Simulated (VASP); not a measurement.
# CsSnI3 (P4/mmm) in VASP: further runs

CsSnI3 is run at these levels: PBE; tasks: single point.

All numbers are computed with VASP 6.6.1; they aren't measurements. Logs are shortened: lines on timing, memory, paths and dates and some standing lists are left out, and cuts for length are marked.

## 1. The cell of the first run

The structure is tetragonal, space group P4/mmm (No. 123). Conventional cell: a = 5.992 Å, b = 5.992 Å, c = 6.310 Å, α = 90.00°, β = 90.00°, γ = 90.00°. Cs (site symmetry 4/mmm) has 12 I at 4.24 to 4.35 Å and 8 Sn at 5.28 Å within 5.6 Å. Sn (site symmetry 4/mmm) has 6 I at 3.00 to 3.15 Å within 3.9 Å. Within 4.2 Å of I (site symmetry 4/mmm) lie 2 Sn at 3.15 Å. I (site symmetry mmm) has 2 Sn at 3.00 Å within 3.9 Å.

## 2. Single point, PBE (epitaxial xy strain -4.0%)

Contents of INCAR:

```
PREC = Accurate
ENCUT = 520
EDIFF = 1E-6
ISMEAR = -1
SIGMA = 0.02
LREAL = F
LASPH = T
NELM = 80
ALGO = Normal
ISIF = 2
LWAVE = F
LCHARG = F
GGA = PE
NBANDS = 30
```

Contents of KPOINTS:

```
regular mesh
0
Gamma
  4 4 4
```

Contents of POSCAR:

```
CsSnI3
1.0
    5.9918310766      0.0000000000      0.0000000000
    0.0000000000      5.9918310766      0.0000000000
    0.0000000000      0.0000000000      6.3096413844
Cs Sn I
1 1 3
Direct
    0.0000000000      0.0000000000      0.0000000000
    0.5000000000      0.5000000000      0.5000000000
    0.5000000000      0.5000000000      0.0000000000
    0.5000000000      0.0000000000      0.5000000000
    0.0000000000      0.5000000000      0.5000000000
```

Potentials or basis: VASP PAW PBE potentials, release 64 (Cs_sv, Sn_d, I).

The run is started by

```bash
cat potpaw_PBE.64/Cs_sv/POTCAR potpaw_PBE.64/Sn_d/POTCAR potpaw_PBE.64/I/POTCAR > POTCAR
mpirun -np 1 vasp_std > vasp.out
```

OUTCAR:

```text
PREC = Accurate
   ENCUT = 520
   EDIFF = 1E-6
   ISMEAR = -1
   LREAL = F
   LASPH = T
   NELM = 80
   ISIF = 2
   GGA = PE

 ion  position               nearest neighbor table
   1  0.000  0.000  0.000-
   2  0.500  0.500  0.500-   4 3.00   5 3.00   4 3.00   5 3.00   3 3.15   3 3.15
   3  0.500  0.500  0.000-   2 3.15   2 3.15
   4  0.500  0.000  0.500-   2 3.00   2 3.00
   5  0.000  0.500  0.500-   2 3.00   2 3.00

  LATTYP: Found a simple tetragonal cell.
 ALAT       =     5.9918310766
 C/A-ratio  =     1.0530405987

  Lattice vectors:

 A1 = (   5.9918310766,   0.0000000000,   0.0000000000)
 A2 = (   0.0000000000,   5.9918310766,   0.0000000000)
 A3 = (   0.0000000000,   0.0000000000,   6.3096413844)

Analysis of symmetry for initial positions (statically):
=====================================================================
 Subroutine PRICEL returns:
 Original cell was already a primitive cell.

 Routine SETGRP: Setting up the symmetry group for a
 simple tetragonal supercell.

 Subroutine GETGRP returns: Found 16 space group operations
 (whereof 16 operations were pure point group operations)
 out of a pool of 16 trial point group operations.

The static configuration has the point symmetry D_4h.

Analysis of symmetry for dynamics (positions and initial velocities):
=====================================================================
 Subroutine PRICEL returns:
 Original cell was already a primitive cell.

 Routine SETGRP: Setting up the symmetry group for a
 simple tetragonal supercell.

 Subroutine GETGRP returns: Found 16 space group operations
 (whereof 16 operations were pure point group operations)
 out of a pool of 16 trial point group operations.

The dynamic configuration has the point symmetry D_4h.

 Subroutine INISYM returns: Found 16 space group operations
 (whereof 16 operations are pure point group operations),
 and found     1 'primitive' translations

----------------------------------------------------------------------------------------

                                     Primitive cell

  volume of cell :     226.5290

  direct lattice vectors                    reciprocal lattice vectors
     5.991831077  0.000000000  0.000000000     0.166893891  0.000000000  0.000000000
     0.000000000  5.991831077  0.000000000     0.000000000  0.166893891  0.000000000
     0.000000000  0.000000000  6.309641384     0.000000000  0.000000000  0.158487613

  length of vectors
     5.991831077  5.991831077  6.309641384     0.166893891  0.166893891  0.158487613
[... 81 lines left out ...]
   LREAL  =      F    real-space projection
   EDIFFG = 0.1E-04   stopping-criterion for IOM
   NSW    =      0    number of steps for IOM
   IBRION =     -1    ionic relax: 0-MD 1-quasi-New 2-CG
   NFREE  =      0    steps in history (QN), initial steepest desc. (CG)
   ISIF   =      2    stress and relaxation
   ISYM   =      2    0-nonsym 1-usesym 2-fastsym
   POTIM  = 0.5000    time-step for ionic-motion
   TEBEG  =    0.0;   TEEND  =   0.0 temperature during run
   PSTRESS=    0.0 pullay stress
   NELECT =      44.0000    total number of electrons
   NUPDOWN=      -1.0000    fix difference up-down
   EMIN   =  10.00;   EMAX   =-10.00  energy-range for DOS
   EFERMI =   0.00;   METHOD = LEGACY
   ISMEAR =    -1;   SIGMA  =   0.02  broadening in eV -4-tet -1-fermi 0-gaus
   EFERMI_NEDOS =   21; number of points for ismear=-14 and -15
   IALGO  =     38    algorithm
   IMIX   =      4    mixing-type and parameters
     AMIX     =   0.40;   BMIX     =  1.00
     AMIX_MAG =   1.60;   BMIX_MAG =  1.00
  volume/ion in A,a.u.               =      45.31       305.74
  Fermi-wavevector in a.u.,A,eV,Ry     =   0.948093  1.791637 12.230020  0.898881
  Thomas-Fermi vector in A             =   2.076249
   LORBIT       =      0    0 simple, 1 ext, 2 COOP (PROOUT), +10 PAW based schemes
   GGA     = PE    functional components
   LHFCALC =     F    Hartree Fock is set to
   AEXX    =    0.0000 exact exchange contribution
   IVDW    =     0    specifies the selected vdW correction
   LEPSILON=     F    determine dielectric tensor
   LRPA    =     F    only Hartree local field effects (RPA)
 non-spin polarized calculation
  energy-cutoff  :      520.00
  volume of cell :      226.53
 maximum number of plane-waves:      6152
 NGX is ok and might be reduce to    48
   NGX = 23   NGY = 23   NGZ = 23

 number of electron      43.9999995 magnetization

 Free energy of the ion-electron system (eV)
  ---------------------------------------------------
  ext. energy  EPLUGINS =         0.00000000
  ---------------------------------------------------
  free energy    TOTEN  =       -13.78928518 eV

  energy without entropy =      -13.78925245  energy(sigma->0) =      -13.78926882

 E-fermi :   3.5500     XC(G=0):  -7.7452

 val. band max:        3.4394912658   @ k =   0.5000   0.5000   0.5000
 cond. band min:       3.6610789998   @ k =   0.5000   0.5000   0.5000
 fundamental gap:      0.2215877340
 Fermi energy:         3.5500311296

 k-point     1 :       0.0000    0.0000    0.0000
  band No.  band energies     occupation
      1     -18.9795      2.00000
      2     -18.7564      2.00000
      3     -18.7408      2.00000
      4     -18.7197      2.00000
      5     -18.7191      2.00000
      6     -18.7191      2.00000
[... 583 lines left out ...]
     29       7.4092      0.00000
     30       8.3814      0.00000

------------------------ aborting loop because EDIFF is reached ----------------------------------------

  FORCE on cell =-STRESS in cart. coord.  units (eV):
  Direction    XX          YY          ZZ          XY          YZ          ZX
  --------------------------------------------------------------------------------------
  -------------------------------------------------------------------------------------
  Total        3.7858795      3.7858795      0.7697957      0.0000000     -0.0000000      0.0000000
  in kB       26.7764853     26.7764853      5.4445536      0.0000000     -0.0000000      0.0000000
  external PRESSURE =      19.6658414 kB  Pullay stress =       0.0000000 kB

 VOLUME and BASIS-vectors are now :
 -----------------------------------------------------------------------------
  energy-cutoff  :      520.00
  volume of cell :      226.53
      direct lattice vectors                 reciprocal lattice vectors
     5.991831077  0.000000000  0.000000000     0.166893891  0.000000000  0.000000000
     0.000000000  5.991831077  0.000000000     0.000000000  0.166893891  0.000000000
     0.000000000  0.000000000  6.309641384     0.000000000  0.000000000  0.158487613

 POSITION                                       TOTAL-FORCE (eV/Angst)
 -----------------------------------------------------------------------------------
      0.00000      0.00000      0.00000         0.000000      0.000000      0.000000
      2.99592      2.99592      3.15482         0.000000      0.000000      0.000000
      2.99592      2.99592      0.00000         0.000000      0.000000      0.000000
      2.99592      0.00000      3.15482         0.000000      0.000000      0.000000
      0.00000      2.99592      3.15482         0.000000      0.000000      0.000000
 -----------------------------------------------------------------------------------
    total drift:                                0.000000     -0.000000     -0.000000

  FREE ENERGIE OF THE ION-ELECTRON SYSTEM (eV)
  ---------------------------------------------------
  free  energy   TOTEN  =       -13.7892851798 eV

  energy  without entropy=      -13.7892524533  energy(sigma->0) =      -13.78926882
```

OSZICAR:

```text
N       E                     dE             d eps       ncg     rms          rms(c)
DAV:   1     0.352080970425E+03    0.35208E+03   -0.18133E+04  1080   0.135E+03
DAV:   2     0.305813853050E+02   -0.32150E+03   -0.30647E+03  1240   0.288E+02
DAV:   3    -0.121930411056E+02   -0.42774E+02   -0.42288E+02  1302   0.115E+02
DAV:   4    -0.139467485778E+02   -0.17537E+01   -0.17492E+01  1392   0.267E+01
DAV:   5    -0.140033427435E+02   -0.56594E-01   -0.56585E-01  1644   0.462E+00    0.489E+00
DAV:   6    -0.138015009963E+02    0.20184E+00   -0.31897E-01  1418   0.299E+00    0.320E+00
DAV:   7    -0.137872887172E+02    0.14212E-01   -0.27463E-01  1440   0.211E+00    0.941E-01
DAV:   8    -0.137887708874E+02   -0.14822E-02   -0.40418E-02  1308   0.130E+00    0.332E-01
DAV:   9    -0.137890316745E+02   -0.26079E-03   -0.24041E-03  1370   0.372E-01    0.962E-02
DAV:  10    -0.137892231593E+02   -0.19148E-03   -0.37553E-04  1436   0.952E-02    0.401E-02
DAV:  11    -0.137892894717E+02   -0.66312E-04   -0.24063E-04  1318   0.996E-02    0.417E-02
DAV:  12    -0.137892879321E+02    0.15396E-05   -0.18364E-05  1372   0.192E-02    0.284E-02
DAV:  13    -0.137892860944E+02    0.18376E-05   -0.22262E-06  1142   0.866E-03    0.136E-02
DAV:  14    -0.137892851798E+02    0.91465E-06   -0.26963E-06  1114   0.117E-02
   1 F= -.13789285E+02 E0= -.13789269E+02  d E =-.327265E-04
```

Wall time 92 s (1 thread of AMD EPYC 7R43 (Zen 3), shared host); peak memory 0.35 GiB.

What came out:

```
Free energy            : -13.7893 eV
Pressure               : 2.0 GPa
Band gap on the k mesh : 0.22 eV, direct
```

Caveat: the cell differs from its parent crystal (epitaxial xy strain -4.0%); spin-orbit coupling is left out, which moves the levels of the heavy elements. A k mesh can miss the band edges.

## 3. Single point, PBE (epitaxial xy strain +4.0%)

Contents of INCAR:

```
ALGO     = Normal         # electronic algorithm
EDIFF    = 1E-6           # SCF threshold, eV
ENCUT    = 520            # plane-wave cutoff, eV
GGA      = PE             # functional
ISIF     = 2              # what is computed and relaxed
ISMEAR   = -1             # smearing method
LASPH    = True           # aspherical terms in the spheres
LCHARG   = False          # write CHGCAR
LREAL    = False          # projectors in reciprocal space
LWAVE    = False          # write WAVECAR
NBANDS   = 30             # bands
NELM     = 80             # most SCF steps
PREC     = Accurate       # precision mode
SIGMA    = 0.02           # smearing width, eV
```

Contents of KPOINTS:

```
k-points
0
Gamma
  4 4 4
```

POSCAR: that of step 2 with these lines changed.

```diff
@@ -2,5 +2,5 @@
 1.0
-    5.9918310766      0.0000000000      0.0000000000
-    0.0000000000      5.9918310766      0.0000000000
-    0.0000000000      0.0000000000      6.3096413844
+    6.4911503330      0.0000000000      0.0000000000
+    0.0000000000      6.4911503330      0.0000000000
+    0.0000000000      0.0000000000      6.1807449835
 Cs Sn I
```

Potentials or basis: VASP PAW PBE potentials, release 64 (Cs_sv, Sn_d, I).

The run is started by

```bash
cat potpaw_PBE.64/Cs_sv/POTCAR potpaw_PBE.64/Sn_d/POTCAR potpaw_PBE.64/I/POTCAR > POTCAR
mpirun -np 1 vasp_std > vasp.out
```

OUTCAR:

```text
EDIFF = 1E-6
   ENCUT = 520
   GGA = PE
   ISIF = 2
   ISMEAR = -1
   LASPH = True
   LREAL = False
   NELM = 80
   PREC = Accurate

 ion  position               nearest neighbor table
   1  0.000  0.000  0.000-
   2  0.500  0.500  0.500-   3 3.09   3 3.09   5 3.25   4 3.25   4 3.25   5 3.25
   3  0.500  0.500  0.000-   2 3.09   2 3.09
   4  0.500  0.000  0.500-   2 3.25   2 3.25
   5  0.000  0.500  0.500-   2 3.25   2 3.25
[... 787 lines left out ...]
  Direction    XX          YY          ZZ          XY          YZ          ZX
  --------------------------------------------------------------------------------------
  -------------------------------------------------------------------------------------
  Total       -1.5273146     -1.5273146      0.7351540      0.0000000     -0.0000000      0.0000000
  in kB       -9.3962579     -9.3962579      4.5227723      0.0000000     -0.0000000      0.0000000
  external PRESSURE =      -4.7565811 kB  Pullay stress =       0.0000000 kB

 VOLUME and BASIS-vectors are now :
 -----------------------------------------------------------------------------
  energy-cutoff  :      520.00
  volume of cell :      260.43
      direct lattice vectors                 reciprocal lattice vectors
     6.491150333  0.000000000  0.000000000     0.154055899  0.000000000  0.000000000
     0.000000000  6.491150333  0.000000000     0.000000000  0.154055899  0.000000000
     0.000000000  0.000000000  6.180744984     0.000000000  0.000000000  0.161792794

 POSITION                                       TOTAL-FORCE (eV/Angst)
 -----------------------------------------------------------------------------------
      0.00000      0.00000      0.00000         0.000000      0.000000      0.000000
      3.24558      3.24558      3.09037         0.000000      0.000000      0.000000
      3.24558      3.24558      0.00000         0.000000      0.000000      0.000000
      3.24558      0.00000      3.09037         0.000000      0.000000      0.000000
      0.00000      3.24558      3.09037         0.000000      0.000000      0.000000
 -----------------------------------------------------------------------------------
    total drift:                                0.000000     -0.000000     -0.000000

  FREE ENERGIE OF THE ION-ELECTRON SYSTEM (eV)
  ---------------------------------------------------
  free  energy   TOTEN  =       -13.9220265766 eV

  energy  without entropy=      -13.9220265358  energy(sigma->0) =      -13.92202656
```

stdout:

```text
POSCAR found type information on POSCAR CsSnI
 POSCAR found :  3 types and       5 ions
 scaLAPACK will be used
 LDA part: xc-table for (Slater+PW92), standard interpolation
 POSCAR, INCAR and KPOINTS ok, starting setup
 FFT: planning ... GRIDC
 FFT: planning ... GRID_SOFT
 FFT: planning ... GRID
 WAVECAR not read
 entering main loop
```

Wall time 2.6 min (1 thread of Oxide Virtual Turin-like, shared host); peak memory 0.37 GiB.

Results:

* Free energy: -13.9220 eV
* Pressure: -0.5 GPa
* Band gap on the k mesh: 0.53 eV, direct

Stress tensor (GPa, compression positive):
```
-0.94  0.00  0.00
 0.00 -0.94  0.00
 0.00  0.00  0.45
```

Levels at points of the mesh, in eV from the valence-band top:
```
           k point  band 18  band 19  band 20  band 21  band 22  band 23  band 24  band 25  band 26  band 27
(0.00, 0.00, 0.00)    -1.85    -1.80    -1.73    -1.71    -1.71     2.53     3.56     3.66     3.87     4.00
(0.50, 0.00, 0.00)    -1.98    -1.97    -1.80    -1.79    -1.40     1.31     3.86     3.99     4.24     4.52
(0.50, 0.50, 0.00)    -2.05    -2.04    -2.04    -1.39    -0.84     1.05     1.05     4.50     4.55     4.67
(0.00, 0.00, 0.50)    -2.13    -1.96    -1.82    -1.82    -1.11     1.38     3.90     3.90     4.07     4.25
(0.50, 0.00, 0.50)    -2.12    -2.08    -2.07    -1.33    -0.55     0.90     1.13     3.66     4.48     4.66
(0.50, 0.50, 0.50)    -2.04    -1.37    -1.31    -1.31     0.00     0.53     0.53     0.81     3.40     4.29
```

Caveat: the cell differs from its parent crystal (epitaxial xy strain +4.0%); spin-orbit coupling is left out, which moves the levels of the heavy elements.
